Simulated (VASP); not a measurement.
Wanted: the native input for a VASP 6.6.1 run.

| Item | Value |
| --- | --- |
| Task | single point |
| Functional | PBE |
| Potentials or basis | VASP PAW PBE potentials, release 64 (P, B) |
| Cutoff | 520 eV |
| k mesh | 11 × 11 × 11 |
| Occupations | gaussian, width 0.05 eV |
| Spin | no spin polarisation |
| Dipole correction | no |
| Further INCAR settings | ALGO = Normal; EDIFF = 1e-07; NBANDS = 11 |

The structure of BP lies in POSCAR:

```
BP
1.0
    0.0000000000      2.2690000000      2.2690000000
    2.2690000000      0.0000000000      2.2690000000
    2.2690000000      2.2690000000      0.0000000000
P B
1 1
Direct
    0.7500000000      0.7500000000      0.7500000000
    0.0000000000      0.0000000000      0.0000000000
```

The input as run:

INCAR

```
SYSTEM = BP
PREC = Accurate
ENCUT = 520
EDIFF = 1E-7
ISMEAR = 0
SIGMA = 0.05
LREAL = .FALSE.
LASPH = .TRUE.
NELM = 80
ALGO = Normal
ISIF = 2
LWAVE = .FALSE.
LCHARG = .FALSE.
GGA = PE
NBANDS = 11
```

KPOINTS

```
regular mesh
0
G
  11 11 11
  0 0 0
```

Potentials or basis: VASP PAW PBE potentials, release 64 (P, B).

The run is started by

```console
$ cat potpaw_PBE.64/P/POTCAR potpaw_PBE.64/B/POTCAR > POTCAR
$ mpirun -np 1 vasp_std > vasp.out
```

Results of the run:

The pressure is 0.9 GPa and the band gap on the k mesh is 1.27 eV, indirect (least direct gap 3.40 eV).

Run time: 15 s on 1 thread of AMD EPYC 7R43 64-Core Processor (Zen 3), with other jobs on the host, peak memory 0.11 GiB.
